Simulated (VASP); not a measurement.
MgI, 2 atoms in the cell. Symmetry: P-6m2, No. 187, hexagonal system. Conventional cell: a = 3.864 Å, b = 3.864 Å, c = 6.048 Å, α = 90.00°, β = 90.00°, γ = 120.00°. Within 4.9 Å of Mg (site symmetry -6m2) lie 6 I at 3.76 Å and 6 Mg at 3.86 Å. I (site symmetry -6m2) has 6 Mg at 3.76 Å and 6 I at 3.86 Å within 4.9 Å. 

```yaml
Program: VASP 6.6.1
Task: single point
Functional: PBE
Potentials_or_basis: VASP PAW PBE potentials, release 64 (Mg, I)
Cutoff: 520 eV
k_mesh: 6 × 6 × 4
Occupations: gaussian, width 0.1 eV
Spin: no spin polarisation
Dipole_correction: no
Further_INCAR_settings: ALGO = Normal; EDIFF = 1e-06; NBANDS = 12
```

Potentials or basis: VASP PAW PBE potentials, release 64 (Mg, I).

The run is started by

```bash
$ cat potpaw_PBE.64/Mg/POTCAR potpaw_PBE.64/I/POTCAR > POTCAR
$ mpirun -np 1 vasp_std > vasp.out
```

Hardware: 1 thread of Intel(R) Xeon(R) 6975P-C (Granite Rapids) (shared host).

How long does it take, and how much memory?

Run time: 11 s on 1 thread of Intel(R) Xeon(R) 6975P-C (Granite Rapids) (shared host), peak memory 0.2 GiB. Counts: scf iterations 17, k points 21.
